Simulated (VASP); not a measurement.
# Zn5Ga3N3O5 (P1) in VASP: notebook

Zn5Ga3N3O5 is run at these levels: PBEsol, LDA; tasks: single point.

Program: VASP 6.6.1. These are calculated values, not measurements. Logs are shortened: lines on timing, memory, paths and dates and some standing lists are left out, and cuts for length are marked.

## Step 1: The cell of the first run

The typed cell holds 16 atoms: a = 6.429 Å, b = 5.567 Å, c = 5.205 Å, α = 90.00°, β = 90.00°, γ = 90.00°.

## Step 2: Single point, PBEsol

Contents of INCAR:

```
SYSTEM = Zn5Ga3N3O5
  PREC = Accurate
  ENCUT = 520
  EDIFF = 1E-6
  ISMEAR = -1
  SIGMA = 0.05
  LREAL = Auto
  LASPH = .True.
  NELM = 60
  ALGO = Normal
  ISIF = 2
  LWAVE = .False.
  LCHARG = .False.
  GGA = PS
  NBANDS = 86
  ISYM = 0
```

Contents of KPOINTS:

```
Automatic mesh
0
Gamma
  1 1 1
  0.25 0.25 0.25
```

Contents of POSCAR:

```
Zn5Ga3N3O5
1.0
    6.4287110000      0.0000000000      0.0000000000
    0.0000000000      5.5674270000      0.0000000000
    0.0000000000      0.0000000000      5.2049820000
Ga Zn O N
3 5 5 3
Direct
    0.2628920000      0.1611890000      0.4592600000
    0.0082500000      0.6741600000      0.5167710000
    0.4723700000      0.3135360000      0.0017040000
    0.7463270000      0.1868780000      0.4918020000
    0.4571780000      0.6678520000      0.4816820000
    0.0051780000      0.3306840000      0.0300720000
    0.2212830000      0.8297140000      0.0271890000
    0.7531970000      0.8147230000      0.9937960000
    0.9835920000      0.3402650000      0.3909470000
    0.2652560000      0.8443870000      0.3736010000
    0.9884240000      0.6789170000      0.8640080000
    0.7553940000      0.1857900000      0.8640910000
    0.5086640000      0.6611080000      0.8532280000
    0.5191640000      0.3420930000      0.3726090000
    0.7490100000      0.8517170000      0.3860010000
    0.2444190000      0.1850050000      0.8607890000
```

Potentials or basis: VASP PAW PBE potentials, release 64 (Ga_d, Zn, O, N).

The run is started by

```sh
$ cat potpaw_PBE.64/Ga_d/POTCAR potpaw_PBE.64/Zn/POTCAR potpaw_PBE.64/O/POTCAR potpaw_PBE.64/N/POTCAR > POTCAR
$ mpirun -np 1 vasp_std > vasp.out
```

OUTCAR:

```text
SYSTEM = Zn5Ga3N3O5
   PREC = Accurate
   ENCUT = 520
   EDIFF = 1E-6
   ISMEAR = -1
   LREAL = Auto
   LASPH = .True.
   NELM = 60
   ISIF = 2
   GGA = PS
   ISYM = 0

 ion  position               nearest neighbor table
   1  0.263  0.161  0.459-  10 1.82  14 1.98   9 2.08  16 2.10   3 2.86   7 2.92   6 2.94
   2  0.008  0.674  0.517-  11 1.81   9 1.98  10 2.05  15 2.05   5 2.89
   3  0.472  0.314  0.002-  16 1.79  14 1.96  12 2.08  13 2.10   1 2.86
   4  0.746  0.187  0.492-  14 1.81   9 1.83  12 1.94  15 1.95   6 3.03
   5  0.457  0.668  0.482-  10 1.67  14 1.94  13 1.96  15 2.19   2 2.89   7 2.95
   6  0.005  0.331  0.030-   9 1.88  16 1.95  12 1.99  11 2.13   1 2.94   4 3.03
   7  0.221  0.830  0.027-  10 1.83  11 1.91  16 2.16  13 2.26   1 2.92   5 2.95   8 3.02
   8  0.753  0.815  0.994-  11 1.82  13 1.93  15 2.05  12 2.17   7 3.02
   9  0.984  0.340  0.391-   4 1.83   6 1.88   2 1.98   1 2.08
  10  0.265  0.844  0.374-   5 1.67   1 1.82   7 1.83   2 2.05
  11  0.988  0.679  0.864-   2 1.81   8 1.82   7 1.91   6 2.13
  12  0.755  0.186  0.864-   4 1.94   6 1.99   3 2.08   8 2.17
  13  0.509  0.661  0.853-   8 1.93   5 1.96   3 2.10   7 2.26
  14  0.519  0.342  0.373-   4 1.81   5 1.94   3 1.96   1 1.98
  15  0.749  0.852  0.386-   4 1.95   8 2.05   2 2.05   5 2.19
  16  0.244  0.185  0.861-   3 1.79   6 1.95   1 2.10   7 2.16

IMPORTANT INFORMATION: All symmetrisations will be switched off!
NOSYMM: (Re-)initialisation of all symmetry stuff for point group C_1.

----------------------------------------------------------------------------------------

                                     Primitive cell

  volume of cell :     186.2935

  direct lattice vectors                    reciprocal lattice vectors
     6.428711000  0.000000000  0.000000000     0.155552178  0.000000000  0.000000000
     0.000000000  5.567427000  0.000000000     0.000000000  0.179616185  0.000000000
     0.000000000  0.000000000  5.204982000     0.000000000  0.000000000  0.192123623

  length of vectors
     6.428711000  5.567427000  5.204982000     0.155552178  0.179616185  0.192123623

  position of ions in fractional coordinates (direct lattice)
     0.262892000  0.161189000  0.459260000
     0.008250000  0.674160000  0.516771000
     0.472370000  0.313536000  0.001704000
     0.746327000  0.186878000  0.491802000
     0.457178000  0.667852000  0.481682000
     0.005178000  0.330684000  0.030072000
[... 8 lines left out ...]
     0.749010000  0.851717000  0.386001000
     0.244419000  0.185005000  0.860789000

  ion indices of the primitive-cell ions
   primitive index   ion index
                 1           1
                 2           2
                 3           3
                 4           4
                 5           5
                 6           6
[... 8 lines left out ...]
                15          15
                16          16

----------------------------------------------------------------------------------------

 KPOINTS: Automatic mesh

Automatic generation of k-mesh.
 Grid dimensions read from file:
 generate k-points for:    1    1    1

 Generating k-lattice:

  Cartesian coordinates                     Fractional coordinates (reciprocal lattice)
     0.155552178  0.000000000  0.000000000     1.000000000  0.000000000  0.000000000
     0.000000000  0.179616185  0.000000000     0.000000000  1.000000000  0.000000000
     0.000000000  0.000000000  0.192123623     0.000000000  0.000000000  1.000000000

  Length of vectors
     0.155552178  0.179616185  0.192123623

  Shift w.r.t. Gamma in fractional coordinates (k-lattice)
     0.250000000  0.250000000  0.250000000

 Subroutine IBZKPT returns following result:
 ===========================================

 Found      4 irreducible k-points:

 Following reciprocal coordinates:
            Coordinates               Weight
  0.250000  0.250000  0.250000      2.000000
 -0.250000 -0.250000  0.250000      2.000000
 -0.250000  0.250000 -0.250000      2.000000
  0.250000 -0.250000 -0.250000      2.000000
   k-points           NKPTS =      4   k-points in BZ     NKDIM =      4   number of bands    NBANDS=     86
   number of dos      NEDOS =    301   number of ions     NIONS =     16
   total plane-waves  NPLWV =  80640
   dimension x,y,z NGX =    48 NGY =   42 NGZ =   40
   dimension x,y,z NGXF=    96 NGYF=   84 NGZF=   80
   ions per type =               3   5   5   3
   NGX,Y,Z   is equivalent  to a cutoff of  12.41, 12.54, 12.78 a.u.
   NGXF,Y,Z  is equivalent  to a cutoff of  24.83, 25.08, 25.55 a.u.
 SYSTEM =  Zn5Ga3N3O5
   PREC   = accura    normal or accurate (medium, high low for compatibility)
   ISTART =      0    job   : 0-new  1-cont  2-samecut
   ICHARG =      2    charge: 1-file 2-atom 10-const
   ISPIN  =      1    spin polarized calculation?
   LNONCOLLINEAR =      F non collinear calculations
   LSORBIT =      F    spin-orbit coupling
   LASPH  =      T    aspherical Exc in radial PAW
   ENCUT  =  520.0 eV  38.22 Ry    6.18 a.u.  11.95 10.35  9.68*2*pi/ulx,y,z
   NELM   =     60;   NELMIN=  2; NELMDL= -5     # of ELM steps
   EDIFF  = 0.1E-05   stopping-criterion for ELM
   LREAL  =      T    real-space projection
   EDIFFG = 0.1E-04   stopping-criterion for IOM
   NSW    =      0    number of steps for IOM
   IBRION =     -1    ionic relax: 0-MD 1-quasi-New 2-CG
   NFREE  =      0    steps in history (QN), initial steepest desc. (CG)
   ISIF   =      2    stress and relaxation
   ISYM   =      0    0-nonsym 1-usesym 2-fastsym
   POTIM  = 0.5000    time-step for ionic-motion
   TEBEG  =    0.0;   TEEND  =   0.0 temperature during run
   PSTRESS=    0.0 pullay stress
   NELECT =     144.0000    total number of electrons
   NUPDOWN=      -1.0000    fix difference up-down
   EMIN   =  10.00;   EMAX   =-10.00  energy-range for DOS
   EFERMI =   0.00;   METHOD = LEGACY
   ISMEAR =    -1;   SIGMA  =   0.05  broadening in eV -4-tet -1-fermi 0-gaus
   EFERMI_NEDOS =   21; number of points for ismear=-14 and -15
   IALGO  =     38    algorithm
   IMIX   =      4    mixing-type and parameters
     AMIX     =   0.40;   BMIX     =  1.00
     AMIX_MAG =   1.60;   BMIX_MAG =  1.00
  volume/ion in A,a.u.               =      11.64        78.57
  Fermi-wavevector in a.u.,A,eV,Ry     =   1.502438  2.839195 30.712685  2.257319
  Thomas-Fermi vector in A             =   2.613678
   LORBIT       =      0    0 simple, 1 ext, 2 COOP (PROOUT), +10 PAW based schemes
   GGA     = PS    functional components
   LHFCALC =     F    Hartree Fock is set to
   AEXX    =    0.0000 exact exchange contribution
   IVDW    =     0    specifies the selected vdW correction
   LEPSILON=     F    determine dielectric tensor
   LRPA    =     F    only Hartree local field effects (RPA)
 non-spin polarized calculation
  energy-cutoff  :      520.00
  volume of cell :      186.29
 maximum number of plane-waves:      5020
   NGX = 23   NGY = 21   NGZ = 19

 number of electron     144.0000030 magnetization

 Free energy of the ion-electron system (eV)
  ---------------------------------------------------
  ext. energy  EPLUGINS =         0.00000000
  ---------------------------------------------------
  free energy    TOTEN  =       -82.62403425 eV

  energy without entropy =      -82.62403424  energy(sigma->0) =      -82.62403424

 E-fermi :   4.1573     XC(G=0): -11.5270

 val. band max:        3.1892915837   @ k =   0.2500  -0.2500  -0.2500
 cond. band min:       5.1427505373   @ k =  -0.2500  -0.2500   0.2500
 fundamental gap:      1.9534589536
 Fermi energy:         4.1573390413

 k-point     1 :       0.2500    0.2500    0.2500
  band No.  band energies     occupation
      1     -18.0841      2.00000
      2     -16.4561      2.00000
      3     -16.2789      2.00000
      4     -14.1974      2.00000
      5     -13.9438      2.00000
      6     -11.9668      2.00000
[... 76 lines left out ...]
     83      10.3007      0.00000
     84      10.5750      0.00000

 k-point     2 :      -0.2500   -0.2500    0.2500
  band No.  band energies     occupation
      1     -18.0841      2.00000
      2     -16.4562      2.00000
      3     -16.2785      2.00000
      4     -14.1984      2.00000
      5     -13.9437      2.00000
      6     -11.9645      2.00000
[... 76 lines left out ...]
     83      10.4908      0.00000
     84      10.6701      0.00000

 k-point     3 :      -0.2500    0.2500   -0.2500
  band No.  band energies     occupation
      1     -18.0841      2.00000
      2     -16.4563      2.00000
      3     -16.2785      2.00000
      4     -14.1985      2.00000
      5     -13.9427      2.00000
      6     -11.9662      2.00000
[... 76 lines left out ...]
     83      10.2878      0.00000
     84      10.7642      0.00000

 k-point     4 :       0.2500   -0.2500   -0.2500
  band No.  band energies     occupation
      1     -18.0841      2.00000
      2     -16.4559      2.00000
      3     -16.2789      2.00000
      4     -14.1987      2.00000
      5     -13.9435      2.00000
      6     -11.9659      2.00000
[... 76 lines left out ...]
     83      10.1074      0.00000
     84      10.5075      0.00000
 [bands above 84 left out]

------------------------ aborting loop because EDIFF is reached ----------------------------------------

  FORCE on cell =-STRESS in cart. coord.  units (eV):
  Direction    XX          YY          ZZ          XY          YZ          ZX
  --------------------------------------------------------------------------------------
  -------------------------------------------------------------------------------------
  Total        8.1403081      5.4293499      8.1211300     -3.1404637      0.1646710      3.5571148
  in kB       70.0089812     46.6939640     69.8440441    -27.0088876      1.4162179     30.5922059
  external PRESSURE =      62.1823298 kB  Pullay stress =       0.0000000 kB

 VOLUME and BASIS-vectors are now :
 -----------------------------------------------------------------------------
  energy-cutoff  :      520.00
  volume of cell :      186.29
      direct lattice vectors                 reciprocal lattice vectors
     6.428711000  0.000000000  0.000000000     0.155552178  0.000000000  0.000000000
     0.000000000  5.567427000  0.000000000     0.000000000  0.179616185  0.000000000
     0.000000000  0.000000000  5.204982000     0.000000000  0.000000000  0.192123623

 POSITION                                       TOTAL-FORCE (eV/Angst)
 -----------------------------------------------------------------------------------
      1.69006      0.89741      2.39044         0.497818      2.895372      2.965946
      0.05304      3.75334      2.68978        -3.307938      0.755542     -1.604501
      3.03673      1.74559      0.00887         3.589091      1.579942     -0.269641
      4.79792      1.04043      2.55982        -0.446251     -2.446033      1.159559
      2.93907      3.71822      2.50715         6.541090     -3.084810      1.966150
      0.03329      1.84106      0.15652        -0.761662     -0.416120     -2.058288
[... 8 lines left out ...]
      4.81517      4.74187      2.00913         1.606225     -1.646346     -0.448499
      1.57130      1.03000      4.48039        -1.067493     -1.807119     -1.160156
 -----------------------------------------------------------------------------------
    total drift:                               -0.001192     -0.005561      0.000898

  FREE ENERGIE OF THE ION-ELECTRON SYSTEM (eV)
  ---------------------------------------------------
  free  energy   TOTEN  =       -82.6240342455 eV

  energy  without entropy=      -82.6240342359  energy(sigma->0) =      -82.62403424
```

Wall time 3.8 min (1 thread of AMD EPYC 7R13, shared host); peak memory 0.26 GiB.

What came out:

```
Free energy            : -82.6240 eV
Pressure               : 6.2 GPa
Largest force          : 7.495 eV/Å
Band gap on the k mesh : 1.95 eV, indirect (least direct gap 1.98 eV)
```

Forces in eV/Å, atoms in the order of the input:
```
Ga   0.498  2.895  2.966
Ga  -3.308  0.756 -1.605
Ga   3.589  1.580 -0.270
Zn  -0.446 -2.446  1.160
Zn   6.541 -3.085  1.966
Zn  -0.762 -0.416 -2.058
Zn   1.171  0.868 -3.329
Zn  -2.013  1.806  1.629
O    3.625  1.454  0.309
O   -4.790  1.902 -0.190
O    2.123 -1.344  0.053
O   -1.048  0.161  1.546
O   -1.674 -0.765  1.330
N   -4.045  0.088 -1.900
N    1.606 -1.646 -0.448
N   -1.067 -1.807 -1.160
```

Stress tensor (GPa, compression positive):
```
 7.00 -2.70  3.06
-2.70  4.67  0.14
 3.06  0.14  6.98
```

Caveat: the k points lie up to 1.21 Å⁻¹ apart; the PAW data sets were made with another functional, which shifts forces and pressure a little.

## Step 3: Single point, PBEsol

Contents of INCAR:

```
SYSTEM = Zn5Ga3N3O5
ALGO = Normal
EDIFF = 1E-6
ENCUT = 520
GGA = PS
ISIF = 2
ISMEAR = 1
ISYM = 0
LASPH = .True.
LCHARG = .True.
LELF = .True.
LREAL = Auto
LVHAR = .True.
LWAVE = .False.
NBANDS = 86
NELM = 80
PREC = Accurate
SIGMA = 0.05
```

KPOINTS is that of step 2.

POSCAR is that of step 2.

Potentials or basis: VASP PAW PBE potentials, release 64 (Ga_d, Zn, O, N).

The run is started by

```sh
$ cat potpaw_PBE.64/Ga_d/POTCAR potpaw_PBE.64/Zn/POTCAR potpaw_PBE.64/O/POTCAR potpaw_PBE.64/N/POTCAR > POTCAR
$ mpirun -np 1 vasp_std > vasp.out
```

It took 3.6 min on 1 thread of AMD EPYC 7R13, shared host; peak memory 0.26 GiB.

Results (log left out):

```
Free energy            : -82.6224 eV
Pressure               : 6.2 GPa
Largest force          : 7.489 eV/Å
Band gap on the k mesh : 1.96 eV, indirect (least direct gap 1.98 eV)
```

Forces on the atoms (eV/Å):
```
Ga   0.496  2.900  2.967
Ga  -3.303  0.753 -1.605
Ga   3.594  1.575 -0.267
Zn  -0.442 -2.451  1.162
Zn   6.530 -3.094  1.969
Zn  -0.763 -0.415 -2.060
Zn   1.172  0.869 -3.331
Zn  -2.017  1.801  1.633
O    3.623  1.449  0.310
O   -4.791  1.900 -0.189
O    2.123 -1.346  0.050
O   -1.049  0.166  1.564
O   -1.672 -0.759  1.317
N   -4.045  0.096 -1.903
N    1.614 -1.637 -0.456
N   -1.068 -1.807 -1.162
```

Stress tensor (GPa, compression positive):
```
 7.02 -2.71  3.07
-2.71  4.67  0.20
 3.07  0.20  7.00
```

Levels at points of the mesh, in eV from the valence-band top:
| k point | band 69 | band 70 | band 71 | band 72 | band 73 | band 74 | band 75 | band 76 |
| --- | --- | --- | --- | --- | --- | --- | --- | --- |
| (0.25, 0.25, 0.25) | -0.98 | -0.68 | -0.32 | -0.04 | 1.96 | 3.32 | 3.80 | 4.23 |

Caveat: the k points lie up to 1.21 Å⁻¹ apart; the PAW data sets were made with another functional, which shifts forces and pressure a little.

(Part 1 of 2 ends here.)
